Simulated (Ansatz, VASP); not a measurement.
## One calculation of KCl, two programs

```
K Cl
1.0
     3.83920    0.00000    0.00000
     0.00000    3.83920    0.00000
     0.00000    0.00000    3.83920
K Cl
1 1
Cartesian
  -0.6000 0.0000 0.0000
  1.9196 1.9196 1.9196
```

Alike in both runs: task single point; functional PBE; k mesh 6 × 6 × 6; occupations gaussian, width 0.05 eV; no spin polarisation.

|  | VASP | Ansatz |
| --- | --- | --- |
| version | VASP 6.6.1 | Ansatz 0.2.0 |
| potentials or method | VASP PAW PBE potentials, release 64 (K_sv, Cl), cutoff 520 eV | scalar-relativistic, plane waves, PAW |
| valence electrons in the cell | 16 | 16 |

```tsv
	VASP	Ansatz	Ansatz less VASP
gap on the k mesh at the Fermi level (eV)	4.84	4.84	+0.001
least direct gap on the mesh (eV)	5.06	5.06	+0.002
pressure (GPa)	2.0	2.0	-0.04
traceless stress, the component that is largest in VASP (GPa)	-0.61	-0.58	+0.028
rms of the force components (eV/Å)	0.247	0.241	-0.0060
```

Atom by atom the forces differ by 0.006 eV/Å (rms over components). With one functional, cell and mesh, what is left measures potentials, basis and numerics.
